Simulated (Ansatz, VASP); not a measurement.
## One calculation of Sn4Se, two programs

Contents of INCAR:

```
SYSTEM = Sn4Se
ALGO = Normal
EDIFF = 1E-7
ENCUT = 520
GGA = PE
ISIF = 2
ISMEAR = 0
LASPH = .TRUE.
LCHARG = .FALSE.
LREAL = .FALSE.
LWAVE = .FALSE.
NBANDS = 39
NELM = 80
PREC = Accurate
SIGMA = 0.1
```

KPOINTS

```
k-points
0
G
  4 4 4
  0 0 0
```

File POSCAR:

```
Sn4Se
1.0
    0.0000000000      4.3236915500      4.3236915500
    4.3236915500      0.0000000000      4.3236915500
    4.3236915500      4.3236915500      0.0000000000
Sn Se
4 1
Direct
    0.1333691700      0.1333691700      0.1333691700
    0.1333691700      0.1333691700      0.5998924800
    0.1333691700      0.5998924800      0.1333691700
    0.5998924800      0.1333691700      0.1333691700
    0.5000000000      0.5000000000      0.5000000000
```

Input for Ansatz:

```yaml
crystal:
  lattice:
    - [0.0, 4.32369155, 4.32369155]
    - [4.32369155, 0.0, 4.32369155]
    - [4.32369155, 4.32369155, 0.0]
  atoms:
    - { symbol: Sn, position: [0.13336917, 0.13336917, 0.13336917] }
    - { symbol: Sn, position: [0.13336917, 0.13336917, 0.59989248] }
    - { symbol: Sn, position: [0.13336917, 0.59989248, 0.13336917] }
    - { symbol: Sn, position: [0.59989248, 0.13336917, 0.13336917] }
    - { symbol: Se, position: [0.5, 0.5, 0.5] }
basis:
  ecutwfc: 420
kpoints:
  mp_grid: { grid: [4, 4, 4] }
hamiltonian:
  xc: pbe
scf:
  occupations: { method: gaussian, width: 0.1 }
  lower_state_search: "off"
output:
  forces: true
  stress: true
  eigenvalues: true
```

Alike in both runs: task single point; functional PBE; k mesh 4 × 4 × 4; occupations gaussian, width 0.1 eV; no spin polarisation.

|  | VASP | Ansatz |
| --- | --- | --- |
| version | VASP 6.6.1 | Ansatz 0.2.0 |
| potentials or method | VASP PAW PBE potentials, release 64 (Sn_d, Se), cutoff 520 eV | scalar-relativistic, plane waves, PAW |
| valence electrons in the cell | 62 | 72 |

```csv
,VASP,Ansatz,Ansatz less VASP
gap on the k mesh at the Fermi level (eV),none,none,-
pressure (GPa),3.3,3.3,+0.05
rms of the force components (eV/Å),1.408,1.408,-0.0005
```

Atom by atom the forces differ by 0.001 eV/Å (rms over components). A gap of «none» marks a metal or a gap that the smearing closes. VASP's potentials hold 62 valence electrons a cell and Ansatz's 72, so a difference there can come from the potentials and not from the codes.
